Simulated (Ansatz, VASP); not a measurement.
## SnBrCl3: VASP beside Ansatz

```
Sn Br Cl
1.0
     6.08807   -0.35442   -0.15614
    -2.24046    6.88249   -0.00747
    -0.82877   -0.85564    9.95428
Sn Br Cl
2 2 6
Direct
  0.34516 0.55819 0.35414
  0.27642 0.54426 0.79596
  0.33601 0.11056 0.99152
  0.01453 0.98252 0.34651
  0.41458 0.78799 0.56102
  0.53226 0.87718 0.95208
  0.02642 0.68723 0.23242
  0.90740 0.60487 0.77659
  0.14988 0.34551 0.03252
  0.99734 0.28529 0.45724
```

Change from the starting cell: the structure that the rattled cell fell into.

Alike in both runs: functional PBE; k mesh 4 × 4 × 2; occupations gaussian, width 0.1 eV; no spin polarisation.

Ansatz relaxed the structure, and its values are those at the end. VASP's run is a single point on that final structure, the one shown.

|  | VASP | Ansatz |
| --- | --- | --- |
| version | VASP 6.6.1 | Ansatz 0.2.0 |
| potentials or method | VASP PAW PBE potentials, release 64 (Sn_d, Br, Cl), cutoff 520 eV | scalar-relativistic, plane waves, PAW |
| valence electrons in the cell | 84 | 84 |

```tsv
	VASP	Ansatz	Ansatz less VASP
gap on the k mesh at the Fermi level (eV)	1.77	1.77	+0.002
least direct gap on the mesh (eV)	1.77	1.78	+0.002
pressure (GPa)	-0.1	0.0	+0.05
rms of the force components (eV/Å)	0.008	0.009	+0.0017
```
